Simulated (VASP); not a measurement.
Runs of VASP 6.6.1 on Be. The structure is that of space group P6/mmm (No. 191), or close to it. The cells are those of the table. The cell was built from a structure type or drawn by symmetry, and may not be a known phase.

```tsv
task	cell	k mesh	cutoff (eV)	gap on the mesh (eV)	pressure (GPa)	relaxed volume (Å³/atom)
single point	a = 2.144, b = 2.144, c = 2.451 Å, angles 90.0, 90.0, 120.0°, 1 atom	12 × 12 × 8	520	none	0.1	-
single point	a = 2.142, b = 2.470 Å, angles 90.0, 120.0, 90.0°, 1 atom	6 × 12 × 6	520	none	0.1	-
relaxation of cell and atoms	relaxed from a = 2.144, b = 2.144, c = 2.451 Å, angles 90.0, 90.0, 120.0°, 1 atom	30 × 30 × 22	600	none	0.0	(a)
relaxation of cell and atoms	relaxed from a = 2.142, b = 2.142, c = 2.470 Å, angles 90.0, 90.0, 120.0°, 1 atom	12 × 12 × 8	600	none	-0.4	9.82
single point	a = 2.144, b = 2.144, c = 2.455 Å, angles 90.0, 90.0, 120.0°, 1 atom	30 × 30 × 22	520	none	0.1	-
```

Alike in all rows: level PBE; potentials or basis VASP PAW PBE potentials, release 64 (Be); no spin polarisation; smearing gaussian 0.1 eV.

Q: Fill in the values left out.

A: (a) 9.79.

Caveats: some runs use coarse meshes.

A gap of «none» marks levels without a gap at the run's occupations.
